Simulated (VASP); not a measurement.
TiAl3: single point with LDA

TiAl3:

```xyz
4
Lattice="-1.8894 1.8894 4.2419 1.8894 -1.8894 4.2419 1.8894 1.8894 -4.2419" Properties=species:S:1:pos:R:3 pbc="T T T"
Ti    0.0000    0.0000    0.0000
Al    0.0000    0.0000    4.2419
Al    0.0000    1.8894    2.1209
Al    1.8894    0.0000    2.1209
```

```yaml
Program: VASP 6.6.1
Task: single point
Functional: LDA
Potentials_or_basis: VASP PAW LDA potentials, release 64 (Ti_sv, Al)
Cutoff: 520 eV
k_mesh: 16 × 16 × 16
Occupations: gaussian, width 0.1 eV
Spin: no spin polarisation
Dipole_correction: no
Further_INCAR_settings: ALGO = Normal; EDIFF = 1e-06; NBANDS = 18
```

The pressure is 0.1 GPa.

Levels at points of the mesh, in eV from the Fermi level:
```
           k point  band 8  band 9  band 10  band 11  band 12  band 13  band 14  band 15
(0.00, 0.00, 0.00)   -1.48   -1.25    -1.25     0.86     1.86     1.86     2.32     2.62
(0.50, 0.00, 0.00)   -2.93   -1.07    -0.29     0.51     1.86     2.17     2.81     3.29
(0.50, 0.50, 0.00)   -3.80   -2.66    -2.21    -1.03     1.84     1.99     2.78     2.95
(0.50, 0.50, 0.50)   -0.87   -0.87    -0.24     0.71     0.71     0.99     3.16     4.97
```

It took 3.4 min on 1 thread of Intel(R) Xeon(R) 6975P-C (Granite Rapids) (shared host), peak memory 0.47 GiB.
